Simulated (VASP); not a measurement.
**Rh: single point with BLYP**

Crystal: Rh.

```xyz
1
Lattice="2.6514 0.0000 0.0000 0.0000 2.6514 0.0000 0.0000 0.0000 2.6514" Properties=species:S:1:pos:R:3 pbc="T T T"
Rh    0.0000    0.0000    0.0000
```

This cell differs from its parent crystal: volume scaled by 1.08.

```
Program             : VASP 6.6.1
Task                : single point
Functional          : BLYP
Potentials or basis : VASP PAW PBE potentials, release 64 (Rh_pv)
Cutoff              : 520 eV
k mesh              : 14 × 14 × 14
Occupations         : fermi-dirac, width 0.1 eV
Spin                : no spin polarisation
```

```yaml
Pressure: -9.5 GPa
```

Levels at points of the mesh, in eV from the Fermi level:
```tsv
k point	band 4	band 5	band 6	band 7	band 8	band 9	band 10	band 11
(0.00, 0.00, 0.00)	-5.74	-4.18	-4.18	0.57	0.57	0.57	15.85	15.85
(0.50, 0.00, 0.00)	-3.68	-3.64	-1.10	-1.10	0.60	0.73	5.24	17.45
(0.50, 0.50, 0.00)	-4.43	-3.04	-0.79	-0.79	1.84	5.46	5.46	11.53
(0.50, 0.50, 0.50)	-3.56	-3.56	-3.56	1.94	1.94	10.88	10.88	10.88
```

Wall time 10 s on 1 thread of Intel(R) Xeon(R) 6975P-C (Granite Rapids), with other jobs on the host, peak memory 0.14 GiB.

Caveat: the PAW data sets were made with another functional, which shifts forces and pressure a little.
